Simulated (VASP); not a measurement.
Wanted: the native input for a VASP 6.6.1 run.

```
Task                   : single point
Functional             : PBE
Potentials or basis    : VASP PAW PBE potentials, release 64 (Si, Ti_sv)
Cutoff                 : 520 eV
k mesh                 : 2 × 2 × 2
Occupations            : gaussian, width 0.05 eV
Spin                   : no spin polarisation
Dipole correction      : no
Further INCAR settings : LREAL = Auto; ALGO = Normal; EDIFF = 1e-06; NBANDS = 52
```

The structure of TiSi16 (a cell with a defect) lies in POSCAR:

```
TiSi16
1.0
    0.0000000000      5.4300000000      5.4300000000
    5.4300000000      0.0000000000      5.4300000000
    5.4300000000      5.4300000000      0.0000000000
Si Ti
16 1
Direct
   -0.0124282689      0.0043306630      0.0042135359
    0.1214681400      0.1285740331      0.1284777164
    0.0012253223     -0.0040581031      0.5015805709
    0.1215298343      0.1285633517      0.6217913444
    0.0012349908      0.5016845304     -0.0041804788
    0.1215093002      0.6219164825      0.1284632597
    0.0013174954      0.5017104972      0.5016156538
    0.1246866483      0.6253553407      0.6252255064
    0.5038606814      0.0043407919      0.0042221915
    0.6248989871      0.1251800184      0.1250269797
    0.5038764273      0.0044337017      0.4877813996
    0.6280842541      0.1285643646      0.6218004604
    0.5038623389      0.4879385820      0.0043030387
    0.6280805709      0.6219247698      0.1284651013
    0.4953136280      0.5017152855      0.5016217311
    0.6281139963      0.6219427256      0.6217970534
    0.3748202578      0.8752429098      0.8751014733
```

The input as run:

INCAR

```
ALGO     = Normal         # electronic algorithm
EDIFF    = 1E-6           # SCF threshold, eV
ENCUT    = 520            # plane-wave cutoff, eV
GGA      = PE             # functional
ISIF     = 2              # what is computed and relaxed
ISMEAR   = 0              # smearing method
LASPH    = True           # aspherical terms in the spheres
LCHARG   = True           # write CHGCAR
LELF     = True           # ELF
LREAL    = Auto         
LVHAR    = True         
LWAVE    = False          # write WAVECAR
NBANDS   = 52             # bands
NELM     = 60             # most SCF steps
PREC     = Accurate       # precision mode
SIGMA    = 0.05           # smearing width, eV
```

KPOINTS

```
k-points
0
Gamma
  2 2 2
```

Potentials or basis: VASP PAW PBE potentials, release 64 (Si, Ti_sv).

Run with:

```console
$ cat potpaw_PBE.64/Si/POTCAR potpaw_PBE.64/Ti_sv/POTCAR > POTCAR
$ mpirun -np 1 vasp_std > vasp.out
```

It gave:

```
Pressure               : 4.0 GPa
Largest force          : 0.010 eV/Å
Band gap on the k mesh : zero (band 38 reaches 6.96 eV, above the bottom of band 39 at 6.53 eV)
```

Caveat: the k points lie up to 0.50 Å⁻¹ apart.

It took 6.9 min on 1 thread of AMD EPYC 7R43 64-Core Processor (Zen 3), with other jobs on the host, peak memory 0.46 GiB.
